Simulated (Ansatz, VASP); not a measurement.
# SiC in VASP and in Ansatz

```
Si C
1.0
     0.00000    2.17400    2.17400
     2.17400    0.00000    2.17400
     2.17400    2.17400    0.00000
Si C
1 1
Direct
  0.99830 0.99830 0.99830
  0.75398 0.75398 0.75398
```

Change from the starting cell: mode 4 (793.9 1/cm) frozen in, largest displacement +0.030 Å.

Alike in both runs: task single point; functional PBE; k mesh 12 × 12 × 12; occupations gaussian, width 0.05 eV; no spin polarisation.

```csv
,VASP,Ansatz
version,VASP 6.6.1,Ansatz 0.2.0
potentials or method,"VASP PAW PBE potentials, release 64 (Si, C), cutoff 520 eV","scalar-relativistic, plane waves, PAW"
valence electrons in the cell,8,8
```

|  | VASP | Ansatz | Ansatz less VASP |
| --- | --- | --- | --- |
| gap on the k mesh at the Fermi level (eV) | 1.23 | 1.23 | +0.003 |
| least direct gap on the mesh (eV) | 4.48 | 4.49 | +0.003 |
| pressure (GPa) | 5.0 | 5.1 | +0.06 |
| traceless stress, the component that is largest in VASP (GPa) | 1.88 | 1.88 | +0.003 |
| rms of the force components (eV/Å) | 0.527 | 0.527 | +0.0003 |

Atom by atom the forces differ by 0.000 eV/Å (rms over components).
